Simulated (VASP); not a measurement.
# GaSb (I-4m2) in VASP: a series of runs, part 2 of 2

VASP 6.6.1.

### Step 3. Single point, PBE (33.60 Å³/atom)

The input, INCAR:

```
SYSTEM = GaSb
  ALGO = Normal
  EDIFF = 1E-6
  ENCUT = 520
  GGA = PE
  ISIF = 2
  ISMEAR = 0
  LASPH = .TRUE.
  LCHARG = .FALSE.
  LREAL = .FALSE.
  LWAVE = .FALSE.
  NBANDS = 16
  NELM = 60
  PREC = Accurate
  SIGMA = 0.15
```

The input, KPOINTS:

```
k-points
0
G
  14 14 14
  0 0 0
```

The input, POSCAR:

```
GaSb
1.0
    0.0000000000      3.3438388310      3.1698159361
    3.1698159361      0.0000000000      3.1698159361
    3.1698159361      3.3438388310      0.0000000000
Ga Sb
1 1
Direct
    0.0000000000      0.0000000000      0.0000000000
    0.7500000000      0.7500000000      0.7500000000
```

Potentials or basis: VASP PAW PBE potentials, release 64 (Ga_d, Sb).

The run is started by

```
$ cat potpaw_PBE.64/Ga_d/POTCAR potpaw_PBE.64/Sb/POTCAR > POTCAR
$ mpirun -np 1 vasp_std > vasp.out
```

OUTCAR:

```text
SYSTEM = GaSb
   EDIFF = 1E-6
   ENCUT = 520
   GGA = PE
   ISIF = 2
   ISMEAR = 0
   LASPH = .TRUE.
   LREAL = .FALSE.
   NELM = 60
   PREC = Accurate

 ion  position               nearest neighbor table
   1  0.000  0.000  0.000-   2 2.80   2 2.80   2 2.80   2 2.80
   2  0.750  0.750  0.750-   1 2.80   1 2.80   1 2.80   1 2.80

  LATTYP: Found a body centered tetragonal cell.
 ALAT       =     4.4827966871
 C/A-ratio  =     1.4918538870

  Lattice vectors:

 A1 = (   0.0000000000,  -3.3438388310,   3.1698159361)
 A2 = (   0.0000000000,  -3.3438388310,  -3.1698159361)
 A3 = (   3.1698159361,   3.3438388310,   0.0000000000)

Analysis of symmetry for initial positions (statically):
=====================================================================
 Subroutine PRICEL returns:
 Original cell was already a primitive cell.

 Routine SETGRP: Setting up the symmetry group for a
 body centered tetragonal supercell.

 Subroutine GETGRP returns: Found  8 space group operations
 (whereof  8 operations were pure point group operations)
 out of a pool of 16 trial point group operations.

The static configuration has the point symmetry D_2d.

Analysis of symmetry for dynamics (positions and initial velocities):
=====================================================================
 Subroutine PRICEL returns:
 Original cell was already a primitive cell.

 Routine SETGRP: Setting up the symmetry group for a
 body centered tetragonal supercell.

 Subroutine GETGRP returns: Found  8 space group operations
 (whereof  8 operations were pure point group operations)
 out of a pool of 16 trial point group operations.

The dynamic configuration has the point symmetry D_2d.

 Subroutine INISYM returns: Found  8 space group operations
 (whereof  8 operations are pure point group operations),
 and found     1 'primitive' translations

----------------------------------------------------------------------------------------

                                     Primitive cell

  volume of cell :      67.1960

  direct lattice vectors                    reciprocal lattice vectors
     0.000000000  3.343838831  3.169815936    -0.157737866  0.149528738  0.157737866
     3.169815936  0.000000000  3.169815936     0.157737866 -0.149528738  0.157737866
     3.169815936  3.343838831  0.000000000     0.157737866  0.149528738 -0.157737866

  length of vectors
     4.607492940  4.482796687  4.607492940     0.268554114  0.268554114  0.268554114

  position of ions in fractional coordinates (direct lattice)
     0.000000000  0.000000000  0.000000000
     0.750000000  0.750000000  0.750000000

  ion indices of the primitive-cell ions
   primitive index   ion index
                 1           1
                 2           2

----------------------------------------------------------------------------------------

 KPOINTS: k-points

Automatic generation of k-mesh.
 Grid dimensions read from file:
 generate k-points for:   14   14   14

 Generating k-lattice:

  Cartesian coordinates                     Fractional coordinates (reciprocal lattice)
    -0.011266990  0.010680624  0.011266990     0.071428571  0.000000000  0.000000000
     0.011266990 -0.010680624  0.011266990     0.000000000  0.071428571  0.000000000
     0.011266990  0.010680624 -0.011266990     0.000000000  0.000000000  0.071428571

  Length of vectors
     0.019182437  0.019182437  0.019182437

  Shift w.r.t. Gamma in fractional coordinates (k-lattice)
     0.000000000  0.000000000  0.000000000

 Subroutine IBZKPT returns following result:
 ===========================================

 Found    244 irreducible k-points:

 Following reciprocal coordinates:
            Coordinates               Weight
  0.000000  0.000000  0.000000      1.000000
  0.071429  0.000000 -0.000000      8.000000
  0.142857  0.000000  0.000000      8.000000
  0.214286  0.000000 -0.000000      8.000000
  0.285714  0.000000  0.000000      8.000000
  0.357143  0.000000  0.000000      8.000000
[... 16 lines left out ...]
  0.214286  0.142857 -0.000000     16.000000
  0.285714  0.142857  0.000000     16.000000
 [... further k-points ...]
   k-points           NKPTS =    244   k-points in BZ     NKDIM =    244   number of bands    NBANDS=     16
   number of dos      NEDOS =    301   number of ions     NIONS =      2
   total plane-waves  NPLWV =  46656
   dimension x,y,z NGX =    36 NGY =   36 NGZ =   36
   dimension x,y,z NGXF=    72 NGYF=   72 NGZF=   72
   ions per type =               1   1
   NGX,Y,Z   is equivalent  to a cutoff of  12.99, 13.35, 12.99 a.u.
   NGXF,Y,Z  is equivalent  to a cutoff of  25.98, 26.70, 25.98 a.u.
 SYSTEM =  GaSb
   PREC   = accura    normal or accurate (medium, high low for compatibility)
   ISTART =      0    job   : 0-new  1-cont  2-samecut
   ICHARG =      2    charge: 1-file 2-atom 10-const
   ISPIN  =      1    spin polarized calculation?
   LNONCOLLINEAR =      F non collinear calculations
   LSORBIT =      F    spin-orbit coupling
   LASPH  =      T    aspherical Exc in radial PAW
   ENCUT  =  520.0 eV  38.22 Ry    6.18 a.u.   8.57  8.34  8.57*2*pi/ulx,y,z
   NELM   =     60;   NELMIN=  2; NELMDL= -5     # of ELM steps
   EDIFF  = 0.1E-05   stopping-criterion for ELM
   LREAL  =      F    real-space projection
   EDIFFG = 0.1E-04   stopping-criterion for IOM
   NSW    =      0    number of steps for IOM
   IBRION =     -1    ionic relax: 0-MD 1-quasi-New 2-CG
   NFREE  =      0    steps in history (QN), initial steepest desc. (CG)
   ISIF   =      2    stress and relaxation
   ISYM   =      2    0-nonsym 1-usesym 2-fastsym
   POTIM  = 0.5000    time-step for ionic-motion
   TEBEG  =    0.0;   TEEND  =   0.0 temperature during run
   PSTRESS=    0.0 pullay stress
   NELECT =      18.0000    total number of electrons
   NUPDOWN=      -1.0000    fix difference up-down
   EMIN   =  10.00;   EMAX   =-10.00  energy-range for DOS
   EFERMI =   0.00;   METHOD = LEGACY
   ISMEAR =     0;   SIGMA  =   0.15  broadening in eV -4-tet -1-fermi 0-gaus
   EFERMI_NEDOS =   21; number of points for ismear=-14 and -15
   IALGO  =     38    algorithm
   IMIX   =      4    mixing-type and parameters
     AMIX     =   0.40;   BMIX     =  1.00
     AMIX_MAG =   1.60;   BMIX_MAG =  1.00
  volume/ion in A,a.u.               =      33.60       226.73
  Fermi-wavevector in a.u.,A,eV,Ry     =   1.055321  1.994267 15.152837  1.113702
  Thomas-Fermi vector in A             =   2.190515
   LORBIT       =      0    0 simple, 1 ext, 2 COOP (PROOUT), +10 PAW based schemes
   GGA     = PE    functional components
   LHFCALC =     F    Hartree Fock is set to
   AEXX    =    0.0000 exact exchange contribution
   IVDW    =     0    specifies the selected vdW correction
   LEPSILON=     F    determine dielectric tensor
   LRPA    =     F    only Hartree local field effects (RPA)
 non-spin polarized calculation
 Gauss-broadening in eV      SIGMA  =   0.15
  energy-cutoff  :      520.00
  volume of cell :       67.20
 maximum number of plane-waves:      1841
 NGX is ok and might be reduce to    36
   NGX = 17   NGY = 17   NGZ = 17

 number of electron      18.0000000 magnetization

 Free energy of the ion-electron system (eV)
  ---------------------------------------------------
  ext. energy  EPLUGINS =         0.00000000
  ---------------------------------------------------
  free energy    TOTEN  =        -7.26333833 eV

  energy without entropy =       -7.26222787  energy(sigma->0) =       -7.26278310

 E-fermi :   3.4474     XC(G=0):  -8.4116

 val. band max:        3.4061599161   @ k =  -0.0714   0.0000   0.0714
 cond. band min:       3.4555198700   @ k =   0.5000   0.0000   0.0000
 fundamental gap:      0.0493599539
 Fermi energy:         3.4474273582

 k-point     1 :       0.0000    0.0000    0.0000
  band No.  band energies     occupation
      1     -11.4277      2.00000
      2     -11.4195      2.00000
      3     -11.4195      2.00000
      4     -11.3975      2.00000
      5     -11.3885      2.00000
      6      -7.1025      2.00000
[... 8 lines left out ...]
     15      11.2204      0.00000
     16      12.0561      0.00000
[... 419 lines left out ...]
 k-point    24 :       0.2857    0.1429    0.0000
  band No.  band energies     occupation
      1     -11.4305      2.00000
      2     -11.4211      2.00000
      3     -11.4153      2.00000
      4     -11.3989      2.00000
      5     -11.3878      2.00000
      6      -6.4957      2.00000
[... 8 lines left out ...]
     15      11.3438      0.00000
     16      11.8011      0.00000

 [... further k-points ...]
[... 5 lines left out ...]
  --------------------------------------------------------------------------------------
  -------------------------------------------------------------------------------------
  Total       -1.2932272     -2.1958585     -1.2932272      0.0000000     -0.0000000      0.0000000
  in kB      -30.8348600    -52.3566094    -30.8348600      0.0000000     -0.0000000      0.0000000
  external PRESSURE =     -38.0087765 kB  Pullay stress =       0.0000000 kB

 VOLUME and BASIS-vectors are now :
 -----------------------------------------------------------------------------
  energy-cutoff  :      520.00
  volume of cell :       67.20
      direct lattice vectors                 reciprocal lattice vectors
     0.000000000  3.343838831  3.169815936    -0.157737866  0.149528738  0.157737866
     3.169815936  0.000000000  3.169815936     0.157737866 -0.149528738  0.157737866
     3.169815936  3.343838831  0.000000000     0.157737866  0.149528738 -0.157737866

 POSITION                                       TOTAL-FORCE (eV/Angst)
 -----------------------------------------------------------------------------------
      0.00000      0.00000      0.00000        -0.000000      0.000000     -0.000000
      4.75472      5.01576      4.75472         0.000000      0.000000      0.000000
 -----------------------------------------------------------------------------------
    total drift:                               -0.000001     -0.000002     -0.000001

  FREE ENERGIE OF THE ION-ELECTRON SYSTEM (eV)
  ---------------------------------------------------
  free  energy   TOTEN  =        -7.2633383341 eV

  energy  without entropy=       -7.2622278716  energy(sigma->0) =       -7.26278310
```

OSZICAR:

```text
N       E                     dE             d eps       ncg     rms          rms(c)
DAV:   1     0.812249643128E+02    0.81225E+02   -0.85197E+03  7872   0.130E+03
DAV:   2    -0.841881421271E+00   -0.82067E+02   -0.79227E+02  9120   0.290E+02
DAV:   3    -0.718049338547E+01   -0.63386E+01   -0.63235E+01  9672   0.648E+01
DAV:   4    -0.729468953141E+01   -0.11420E+00   -0.11418E+00  9704   0.973E+00
DAV:   5    -0.729751480746E+01   -0.28253E-02   -0.28252E-02 10384   0.134E+00    0.259E+00
DAV:   6    -0.726762898088E+01    0.29886E-01   -0.61476E-02 10904   0.347E+00    0.151E+00
DAV:   7    -0.726183211773E+01    0.57969E-02   -0.25651E-02  9280   0.125E+00    0.341E-01
DAV:   8    -0.726278722276E+01   -0.95511E-03   -0.39367E-03 10200   0.657E-01    0.538E-02
DAV:   9    -0.726322685366E+01   -0.43963E-03   -0.52453E-04  9664   0.195E-01    0.267E-02
DAV:  10    -0.726333066834E+01   -0.10381E-03   -0.11778E-04  9384   0.531E-02    0.701E-03
DAV:  11    -0.726333715762E+01   -0.64893E-05   -0.11481E-05 10216   0.271E-02    0.374E-03
DAV:  12    -0.726333834498E+01   -0.11874E-05   -0.16689E-06  9000   0.732E-03    0.173E-03
DAV:  13    -0.726333833412E+01    0.10858E-07   -0.41644E-08  6592   0.153E-03
   1 F= -.72633383E+01 E0= -.72627831E+01  d E =-.111046E-02
```

stdout:

```text
POSCAR found type information on POSCAR GaSb
 POSCAR found :  2 types and       2 ions
 scaLAPACK will be used
 LDA part: xc-table for (Slater+PW92), standard interpolation
 POSCAR, INCAR and KPOINTS ok, starting setup
 FFT: planning ... GRIDC
 FFT: planning ... GRID_SOFT
 FFT: planning ... GRID
 WAVECAR not read
 entering main loop
```

Wall time 5.7 min (1 thread of Intel Xeon 8259CL, shared host); peak memory 0.41 GiB.

Results:

- Free energy: -7.2633 eV
- Pressure: -3.8 GPa
- Band gap on the k mesh: zero (bands 9 and 10 overlap by 0.01 eV)

Caveat: the cell stands under tension; semilocal functionals underestimate gaps, so a narrow gap can read as zero; spin-orbit coupling is left out, which moves the levels of the heavy elements.

### Step 4. Single point, PBE (26.40 Å³/atom)

This run uses another cell than the first one, of 26.40 Å³/atom.

The input, INCAR:

```
PREC = Accurate
ENCUT = 520
EDIFF = 1E-6
ISMEAR = 0
SIGMA = 0.15
LREAL = F
LASPH = T
NELM = 80
ALGO = Normal
ISIF = 2
LWAVE = F
LCHARG = F
GGA = PE
NBANDS = 16
```

The input, KPOINTS:

```
regular mesh
0
Gamma
  14 14 14
```

The input, POSCAR:

```
GaSb
1.0
    0.0000000000      3.0310899714      2.9511147613
    2.9511147613      0.0000000000      2.9511147613
    2.9511147613      3.0310899714      0.0000000000
Ga Sb
1 1
Direct
    0.0000000000      0.0000000000      0.0000000000
    0.7500000000      0.7500000000      0.7500000000
```

The run is started by

```
$ cat potpaw_PBE.64/Ga_d/POTCAR potpaw_PBE.64/Sb/POTCAR > POTCAR
$ mpirun -np 1 vasp_std > vasp.out
```

Run time: 2.7 min. Hardware: 1 thread of Intel Xeon 8259CL, shared host; peak memory 0.34 GiB.

Results (log left out):

| Item | Value |
| --- | --- |
| Free energy | -7.2127 eV |
| Pressure | 7.8 GPa |
| Band gap on the k mesh | 0.51 eV (least direct gap 0.57 eV) |

Stress tensor (GPa, compression positive):
```
8.24 0.00 0.00
0.00 7.01 0.00
0.00 0.00 8.24
```

Levels at points of the mesh, in eV from the valence-band top:
```tsv
k point	band 7	band 8	band 9	band 10	band 11	band 12
(0.00, 0.00, 0.00)	-0.17	0.00	0.00	0.57	2.67	2.67
(0.50, 0.00, 0.00)	-6.85	-1.46	-1.24	0.51	3.61	3.76
(0.50, 0.50, 0.00)	-7.22	-3.00	-2.97	0.67	0.97	9.12
(0.50, 0.00, 0.50)	-7.35	-2.81	-2.81	0.89	1.15	9.15
```

Caveat: the cell stands under pressure; spin-orbit coupling is left out, which moves the levels of the heavy elements. Expect the measured gap to be larger: semilocal functionals such as PBE lack the derivative discontinuity.

### Step 5. The runs side by side

```csv
cell,gap on the mesh (eV),pressure (GPa)
"a = 4.585, b = 4.523 Å, angles 60.4, 59.1, 60.4°, 2 atoms",none,-3.8
"a = 4.607, b = 4.483 Å, angles 60.9, 58.2, 60.9°, 2 atoms",none,-3.8
"a = 4.230, b = 4.174 Å, angles 60.4, 59.1, 60.4°, 2 atoms",0.51,7.8
```

Alike in all rows: task single point; level PBE; potentials or basis VASP PAW PBE potentials, release 64 (Ga_d, Sb); no spin polarisation; k mesh 14 × 14 × 14; cutoff (eV) 520; smearing gaussian 0.15 eV.

Caveats: spin-orbit coupling is left out, which moves the levels of the heavy elements; the cell stands under tension (at least some runs); semilocal functionals underestimate gaps, so a narrow gap can read as zero (at least some runs); the cell stands under pressure (at least some runs).

Total energies depend on the potentials used, so only differences within one code and one set of settings carry meaning.
